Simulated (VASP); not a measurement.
A run of VASP 6.6.1 is set up as follows.

File POSCAR:

```
BiTe
1.0
    0.0000000000      3.3320500000      3.1379500000
    3.3320500000      0.0000000000      3.1379500000
    3.3320500000      3.3320500000      0.0000000000
Bi Te
1 1
Direct
    0.0000000000      0.0000000000      0.0000000000
    0.5000000000      0.5000000000      0.5000000000
```

File INCAR.step1:

```
  PREC = Accurate
  ENCUT = 520
  ISMEAR = 0
  SIGMA = 0.15
  LREAL = F
  LASPH = T
  NELM = 80
  NBANDS = 18
  GGA = PE
  ALGO = Normal
  EDIFF = 1E-4
  LWAVE = T
  LCHARG = F
```

File INCAR.step2:

```
  PREC = Accurate
  ENCUT = 520
  EDIFF = 1E-6
  ISMEAR = 0
  SIGMA = 0.15
  LREAL = F
  LASPH = T
  NELM = 80
  ALGO = Normal
  ISIF = 2
  LWAVE = F
  LCHARG = T
  METAGGA = R2SCAN
  LMIXTAU = T
  LELF = T
  LVHAR = T
  NBANDS = 18
  ISTART = 1
```

File KPOINTS:

```
regular mesh
0
Gamma
  14 14 14
```

Potentials or basis: VASP PAW PBE potentials, release 64 (Bi_d, Te).

Run with:

```console
$ cat potpaw_PBE.64/Bi_d/POTCAR potpaw_PBE.64/Te/POTCAR > POTCAR
$ cp INCAR.step1 INCAR
$ mpirun -np 1 vasp_std > vasp.out
$ cp INCAR.step2 INCAR
$ mpirun -np 1 vasp_std > vasp.out
```

(1) Predict the band gap on the k mesh.

(2) Predict the pressure.

## Answers

(1) zero (an odd number of electrons rules out a gap without spin polarisation).

(2) -1.1 GPa.

Caveat: the cell differs from its parent crystal (strain +0.030 along x and y, -0.030 along z); the PAW data sets were made with another functional, which shifts forces and pressure a little; spin-orbit coupling is left out, which moves the levels of the heavy elements.
